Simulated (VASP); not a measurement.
# Pb (Fd-3m) in VASP: further runs

The runs below take Pb through single point, with r2SCAN.

All numbers are computed with VASP 6.6.1; they aren't measurements. Logs are shortened: lines on timing, memory, paths and dates and some standing lists are left out, and cuts for length are marked.

**1. The cell of the first run**

The structure is cubic, space group Fd-3m (No. 227). The conventional cell has a = 6.924 Å, b = 6.924 Å, c = 6.924 Å, α = 90.00°, β = 90.00°, γ = 90.00°. Within 3.9 Å of Pb (site symmetry -43m) lie 4 Pb at 3.00 Å.

**2. Single point, r2SCAN**

Contents of POSCAR:

```
Pb
1.0
    0.0000000000      3.4617755540      3.4617755540
    3.4617755540      0.0000000000      3.4617755540
    3.4617755540      3.4617755540      0.0000000000
Pb
2
Direct
    0.2500000000      0.2500000000      0.2500000000
    0.0000000000      0.0000000000      0.0000000000
```

Contents of INCAR.step1:

```
  ALGO = Normal
  EDIFF = 1E-4
  ENCUT = 520
  GGA = PE
  ISMEAR = -1
  LASPH = T
  LCHARG = F
  LREAL = F
  LWAVE = T
  NBANDS = 21
  NELM = 60
  PREC = Accurate
  SIGMA = 0.05
```

Contents of INCAR.step2:

```
  ALGO = Normal
  EDIFF = 1E-6
  ENCUT = 520
  ISIF = 2
  ISMEAR = -1
  ISTART = 1
  LASPH = T
  LCHARG = F
  LMIXTAU = T
  LREAL = F
  LWAVE = F
  METAGGA = R2SCAN
  NBANDS = 21
  NELM = 60
  PREC = Accurate
  SIGMA = 0.05
```

Contents of KPOINTS:

```
k-points
0
Gamma
  7 7 7
```

Potentials or basis: VASP PAW PBE potentials, release 64 (Pb_d).

Started as:

```bash
$ cat potpaw_PBE.64/Pb_d/POTCAR > POTCAR
$ cp INCAR.step1 INCAR
$ mpirun -np 1 vasp_std > vasp.out
$ cp INCAR.step2 INCAR
$ mpirun -np 1 vasp_std > vasp.out
```

OUTCAR:

```text
EDIFF = 1E-6
   ENCUT = 520
   ISIF = 2
   ISMEAR = -1
   ISTART = 1
   LASPH = T
   LREAL = F
   METAGGA = R2SCAN
   NELM = 60
   PREC = Accurate

 ion  position               nearest neighbor table
   1  0.250  0.250  0.250-   2 3.00   2 3.00   2 3.00   2 3.00
   2  0.000  0.000  0.000-   1 3.00   1 3.00   1 3.00   1 3.00

  LATTYP: Found a face centered cubic cell.
 ALAT       =     6.9235511080

  Lattice vectors:

 A1 = (   0.0000000000,   3.4617755540,   3.4617755540)
 A2 = (   3.4617755540,   0.0000000000,   3.4617755540)
 A3 = (   3.4617755540,   3.4617755540,   0.0000000000)

Analysis of symmetry for initial positions (statically):
=====================================================================
 Subroutine PRICEL returns:
 Original cell was already a primitive cell.

 Routine SETGRP: Setting up the symmetry group for a
 face centered cubic supercell.

 Subroutine GETGRP returns: Found 48 space group operations
 (whereof 24 operations were pure point group operations)
 out of a pool of 48 trial point group operations.

The static configuration has the point symmetry T_d .
 The point group associated with its full space group is O_h .

Analysis of symmetry for dynamics (positions and initial velocities):
=====================================================================
 Subroutine PRICEL returns:
 Original cell was already a primitive cell.

 Routine SETGRP: Setting up the symmetry group for a
 face centered cubic supercell.

 Subroutine GETGRP returns: Found 48 space group operations
 (whereof 24 operations were pure point group operations)
 out of a pool of 48 trial point group operations.

The dynamic configuration has the point symmetry T_d .
 The point group associated with its full space group is O_h .

 Subroutine INISYM returns: Found 48 space group operations
 (whereof 24 operations are pure point group operations),
 and found     1 'primitive' translations

----------------------------------------------------------------------------------------

                                     Primitive cell

  volume of cell :      82.9711

  direct lattice vectors                    reciprocal lattice vectors
     0.000000000  3.461775554  3.461775554    -0.144434552  0.144434552  0.144434552
     3.461775554  0.000000000  3.461775554     0.144434552 -0.144434552  0.144434552
[... 74 lines left out ...]
   ISPIN  =      1    spin polarized calculation?
   LNONCOLLINEAR =      F non collinear calculations
   LSORBIT =      F    spin-orbit coupling
   LASPH  =      T    aspherical Exc in radial PAW
   ENCUT  =  520.0 eV  38.22 Ry    6.18 a.u.   9.10  9.10  9.10*2*pi/ulx,y,z
   NELM   =     60;   NELMIN=  2; NELMDL=  0     # of ELM steps
   EDIFF  = 0.1E-05   stopping-criterion for ELM
   LREAL  =      F    real-space projection
   EDIFFG = 0.1E-04   stopping-criterion for IOM
   NSW    =      0    number of steps for IOM
   IBRION =     -1    ionic relax: 0-MD 1-quasi-New 2-CG
   NFREE  =      0    steps in history (QN), initial steepest desc. (CG)
   ISIF   =      2    stress and relaxation
   ISYM   =      2    0-nonsym 1-usesym 2-fastsym
   POTIM  = 0.5000    time-step for ionic-motion
   TEBEG  =    0.0;   TEEND  =   0.0 temperature during run
   PSTRESS=    0.0 pullay stress
   NELECT =      28.0000    total number of electrons
   NUPDOWN=      -1.0000    fix difference up-down
   EMIN   =  10.00;   EMAX   =-10.00  energy-range for DOS
   EFERMI =   0.00;   METHOD = LEGACY
   ISMEAR =    -1;   SIGMA  =   0.05  broadening in eV -4-tet -1-fermi 0-gaus
   EFERMI_NEDOS =   21; number of points for ismear=-14 and -15
   IALGO  =     38    algorithm
   IMIX   =      4    mixing-type and parameters
     AMIX     =   0.40;   BMIX     =  1.00
     AMIX_MAG =   1.60;   BMIX_MAG =  1.00
  volume/ion in A,a.u.               =      41.49       279.96
  Fermi-wavevector in a.u.,A,eV,Ry     =   1.139774  2.153860 17.675110  1.299084
  Thomas-Fermi vector in A             =   2.276477
   LORBIT       =      0    0 simple, 1 ext, 2 COOP (PROOUT), +10 PAW based schemes
   METAGGA = R2SCAN    functional components
   LHFCALC =     F    Hartree Fock is set to
   AEXX    =    0.0000 exact exchange contribution
   IVDW    =     0    specifies the selected vdW correction
   LEPSILON=     F    determine dielectric tensor
   LRPA    =     F    only Hartree local field effects (RPA)
 non-spin polarized calculation
  energy-cutoff  :      520.00
  volume of cell :       82.97
 maximum number of plane-waves:      2247
   NGX = 19   NGY = 19   NGZ = 19

 number of electron      27.9999990 magnetization

 Free energy of the ion-electron system (eV)
  ---------------------------------------------------
  ext. energy  EPLUGINS =         0.00000000
  ---------------------------------------------------
  free energy    TOTEN  =      -112.20482729 eV

  energy without entropy =     -112.19910500  energy(sigma->0) =     -112.20196615

 E-fermi :   4.0075     XC(G=0):  -8.9663

 val. band max:        3.9572579417   @ k =  -0.1429   0.1429   0.0000
 cond. band min:       4.0702421807   @ k =   0.1429   0.0000   0.0000
 fundamental gap:      0.1129842389
 Fermi energy:         4.0074756344

 k-point     1 :       0.0000    0.0000    0.0000
  band No.  band energies     occupation
      1     -13.7269      2.00000
      2     -13.7269      2.00000
      3     -13.7269      2.00000
      4     -13.6480      2.00000
      5     -13.6480      2.00000
      6     -13.2135      2.00000
[... 469 lines left out ...]
     20      12.9514      0.00000
     21      14.0949      0.00000

------------------------ aborting loop because EDIFF is reached ----------------------------------------

  FORCE on cell =-STRESS in cart. coord.  units (eV):
  Direction    XX          YY          ZZ          XY          YZ          ZX
  --------------------------------------------------------------------------------------
  -------------------------------------------------------------------------------------
  Total        0.2033689      0.2033689      0.2033689      0.0000000      0.0000000      0.0000000
  in kB        3.9270681      3.9270681      3.9270681      0.0000000      0.0000000      0.0000000
  external PRESSURE =       3.9270681 kB  Pullay stress =       0.0000000 kB

 VOLUME and BASIS-vectors are now :
 -----------------------------------------------------------------------------
  energy-cutoff  :      520.00
  volume of cell :       82.97
      direct lattice vectors                 reciprocal lattice vectors
     0.000000000  3.461775554  3.461775554    -0.144434552  0.144434552  0.144434552
     3.461775554  0.000000000  3.461775554     0.144434552 -0.144434552  0.144434552
     3.461775554  3.461775554  0.000000000     0.144434552  0.144434552 -0.144434552

 POSITION                                       TOTAL-FORCE (eV/Angst)
 -----------------------------------------------------------------------------------
      1.73089      1.73089      1.73089         0.000000      0.000000      0.000000
      0.00000      0.00000      0.00000        -0.000000     -0.000000     -0.000000
 -----------------------------------------------------------------------------------
    total drift:                                0.000000      0.000000      0.000000

  FREE ENERGIE OF THE ION-ELECTRON SYSTEM (eV)
  ---------------------------------------------------
  free  energy   TOTEN  =      -112.2048272900 eV

  energy  without entropy=     -112.1991050023  energy(sigma->0) =     -112.20196615
```

OUTCAR.step1:

```text
EDIFF = 1E-4
   ENCUT = 520
   GGA = PE
   ISMEAR = -1
   LASPH = T
   LREAL = F
[... 693 lines left out ...]
 -----------------------------------------------------------------------------------
      1.73089      1.73089      1.73089         0.000000      0.000000      0.000000
      0.00000      0.00000      0.00000         0.000000     -0.000000     -0.000000
 -----------------------------------------------------------------------------------
    total drift:                                0.000000      0.000000      0.000000

  FREE ENERGIE OF THE ION-ELECTRON SYSTEM (eV)
  ---------------------------------------------------
  free  energy   TOTEN  =        -6.5840894160 eV

  energy  without entropy=       -6.5779591196  energy(sigma->0) =       -6.58102427
```

Run time: 45 s. Hardware: 1 thread of Intel Xeon 6975P-C (Granite Rapids), shared host; peak memory 0.21 GiB.

What came out:

```yaml
Free_energy: -112.2048 eV
Pressure: 0.4 GPa
Band_gap_on_the_k_mesh: zero (band 14 reaches 4.40 eV, above the bottom of band 15 at 3.27 eV)
```

Caveat: the PAW data sets were made with another functional, which shifts forces and pressure a little; spin-orbit coupling is left out, which moves the levels of the heavy elements.

**3. Single point, r2SCAN**

This run uses another cell than the first one, of 42.30 Å³/atom, 1.020 times its volume.

Contents of POSCAR:

```
Pb
1.0
    0.0000000000      3.4842552460      3.4842552460
    3.4842552460      0.0000000000      3.4842552460
    3.4842552460      3.4842552460      0.0000000000
Pb
2
Direct
    0.2500000000      0.2500000000      0.2500000000
    0.0000000000      0.0000000000      0.0000000000
```

Contents of INCAR.step1:

```
SYSTEM = Pb
PREC     = Accurate       ! precision mode
ENCUT    = 520            ! plane-wave cutoff, eV
ISMEAR   = -1             ! smearing method
SIGMA    = 0.05           ! smearing width, eV
LREAL    = .False.        ! projectors in reciprocal space
LASPH    = .True.         ! aspherical terms in the spheres
NELM     = 60             ! most SCF steps
NBANDS   = 21             ! bands
GGA      = PE             ! functional
ALGO     = Normal         ! electronic algorithm
EDIFF    = 1E-4           ! SCF threshold, eV
LWAVE    = .True.         ! write WAVECAR
LCHARG   = .False.        ! write CHGCAR
```

Contents of INCAR.step2:

```
SYSTEM = Pb
PREC     = Accurate       ! precision mode
ENCUT    = 520            ! plane-wave cutoff, eV
EDIFF    = 1E-6           ! SCF threshold, eV
ISMEAR   = -1             ! smearing method
SIGMA    = 0.05           ! smearing width, eV
LREAL    = .False.        ! projectors in reciprocal space
LASPH    = .True.         ! aspherical terms in the spheres
NELM     = 60             ! most SCF steps
ALGO     = Normal         ! electronic algorithm
ISIF     = 2              ! what is computed and relaxed
LWAVE    = .False.        ! write WAVECAR
LCHARG   = .False.        ! write CHGCAR
METAGGA  = R2SCAN         ! meta-GGA
LMIXTAU  = .True.       
NBANDS   = 21             ! bands
ISTART   = 1
```

Contents of KPOINTS:

```
regular mesh
0
Gamma
  7 7 7
  0 0 0
```

Potentials or basis: VASP PAW PBE potentials, release 64 (Pb_d).

Started as:

```bash
$ cat potpaw_PBE.64/Pb_d/POTCAR > POTCAR
$ cp INCAR.step1 INCAR
$ mpirun -np 1 vasp_std > vasp.out
$ cp INCAR.step2 INCAR
$ mpirun -np 1 vasp_std > vasp.out
```

Wall time 68 s (1 thread of Intel Xeon 6975P-C (Granite Rapids), shared host); peak memory 0.26 GiB.

Results (log left out):

- Free energy: -112.2063 eV
- Pressure: -0.2 GPa
- Band gap on the k mesh: zero (band 14 reaches 4.22 eV, above the bottom of band 15 at 3.12 eV)

Levels at points of the mesh, in eV from the Fermi level:
| k point | band 10 | band 11 | band 12 | band 13 | band 14 | band 15 | band 16 | band 17 | band 18 | band 19 |
| --- | --- | --- | --- | --- | --- | --- | --- | --- | --- | --- |
| (0.00, 0.00, 0.00) | -17.18 | -11.38 | -4.08 | 0.38 | 0.38 | 0.38 | 2.54 | 2.54 | 2.54 | 4.42 |

Caveat: the PAW data sets were made with another functional, which shifts forces and pressure a little; spin-orbit coupling is left out, which moves the levels of the heavy elements.

**4. Single point, r2SCAN**

This run uses another cell than the first one, of 43.11 Å³/atom, 1.039 times its volume.

Contents of POSCAR:

```
Pb
1.0
    0.0000000000      3.5064485529      3.5064485529
    3.5064485529      0.0000000000      3.5064485529
    3.5064485529      3.5064485529      0.0000000000
Pb
2
Direct
    0.2500000000      0.2500000000      0.2500000000
    0.0000000000      0.0000000000      0.0000000000
```

Contents of INCAR.step1:

```
SYSTEM = Pb
ALGO = Normal
EDIFF = 1E-4
ENCUT = 520
GGA = PE
ISMEAR = -1
LASPH = .TRUE.
LCHARG = .FALSE.
LREAL = .FALSE.
LWAVE = .TRUE.
NBANDS = 21
NELM = 100
PREC = Accurate
SIGMA = 0.05
```

Contents of INCAR.step2:

```
SYSTEM = Pb
ALGO = Normal
EDIFF = 1E-6
ENCUT = 520
ISIF = 2
ISMEAR = -1
ISTART = 1
LASPH = .TRUE.
LCHARG = .FALSE.
LMIXTAU = .TRUE.
LREAL = .FALSE.
LWAVE = .FALSE.
METAGGA = R2SCAN
NBANDS = 21
NELM = 100
PREC = Accurate
SIGMA = 0.05
```

Contents of KPOINTS:

```
k-points
0
G
  7 7 7
  0 0 0
```

Started as:

```bash
$ cat potpaw_PBE.64/Pb_d/POTCAR > POTCAR
$ cp INCAR.step1 INCAR
$ mpirun -np 1 vasp_std > vasp.out
$ cp INCAR.step2 INCAR
$ mpirun -np 1 vasp_std > vasp.out
```

It took 74 s on 1 thread of Intel Xeon 6975P-C (Granite Rapids), shared host; peak memory 0.26 GiB.

Results (log left out):

| Property | Result |
| --- | --- |
| Free energy | -112.2021 eV |
| Pressure | -0.7 GPa |
| Band gap on the k mesh | zero (band 14 reaches 4.05 eV, above the bottom of band 15 at 2.97 eV) |

Levels at points of the mesh, in eV from the Fermi level:
| k point | band 12 | band 13 | band 14 | band 15 | band 16 | band 17 |
| --- | --- | --- | --- | --- | --- | --- |
| (0.00, 0.00, 0.00) | -4.19 | 0.37 | 0.37 | 0.37 | 2.53 | 2.53 |

Caveat: the PAW data sets were made with another functional, which shifts forces and pressure a little; spin-orbit coupling is left out, which moves the levels of the heavy elements.

**5. Overview**

| cell | gap on the mesh (eV) | pressure (GPa) |
| --- | --- | --- |
| a = 4.896 Å, angles 60.0°, 2 atoms | none | 0.4 |
| a = 4.927 Å, angles 60.0°, 2 atoms | none | -0.2 |
| a = 4.959 Å, angles 60.0°, 2 atoms | none | -0.7 |

Alike in all rows: task single point; level r2SCAN; potentials or basis VASP PAW PBE potentials, release 64 (Pb_d); no spin polarisation; k mesh 7 × 7 × 7; cutoff (eV) 520; smearing fermi-dirac 0.05 eV.

Caveats: the PAW data sets were made with another functional, which shifts forces and pressure a little; spin-orbit coupling is left out, which moves the levels of the heavy elements.

Absolute energies hang on the potentials; compare differences alone.
